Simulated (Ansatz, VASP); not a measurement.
# Sn: VASP beside Ansatz

File INCAR:

```
PREC = Accurate
ENCUT = 520
EDIFF = 1E-6
ISMEAR = -1
SIGMA = 0.1
LREAL = F
LASPH = T
NELM = 80
ALGO = Normal
ISIF = 2
LWAVE = F
LCHARG = F
NBANDS = 13
```

File KPOINTS:

```
Automatic mesh
0
Gamma
  13 13 13
```

Contents of POSCAR:

```
Sn
1.0
   -1.8271627431      1.8271627431      1.8271627431
    1.8271627431     -1.8271627431      1.8271627431
    1.8271627431      1.8271627431     -1.8271627431
Sn
1
Direct
    0.0000000000      0.0000000000      0.0000000000
```

Input for Ansatz:

```yaml
crystal:
  lattice:
    - [-1.8271627431, 1.8271627431, 1.8271627431]
    - [1.8271627431, -1.8271627431, 1.8271627431]
    - [1.8271627431, 1.8271627431, -1.8271627431]
  atoms:
    - { symbol: Sn, position: [0.0, 0.0, 0.0] }
hamiltonian:
  xc: lda
  pseudopotentials:
    kind: paw
    azcp:
      Sn: "pseudopotentials/Sn.paw.azcp"
basis:
  ecutwfc: 420
  fft_grid_basis: typed
kpoints:
  mp_grid: { grid: [13, 13, 13], shift: [0, 0, 0] }
magnetization:
  spin_polarized: false
scf:
  occupations: { method: fermi_dirac, width: 0.1 }
  lower_state_search: "off"
output:
  stress: true
```

Alike in both runs: task single point; functional LDA; k mesh 13 × 13 × 13; occupations fermi-dirac, width 0.1 eV; no spin polarisation.

|  | VASP | Ansatz |
| --- | --- | --- |
| version | VASP 6.6.1 | Ansatz 0.2.0 |
| potentials or method | VASP PAW LDA potentials, release 64 (Sn_d), cutoff 520 eV | plane waves (420 eV) with PAW, scalar-relativistic |
| valence electrons in the cell | 14 | 14 |

VASP gave:

* pressure (GPa): 3.0

Which values does Ansatz return?

Pressure (GPa): 2.9.

Ansatz warns that its potentials were made for another functional, while VASP's fit it. LDA's correlation is that of Perdew and Zunger in VASP and of Perdew and Wang (1992) in Ansatz.
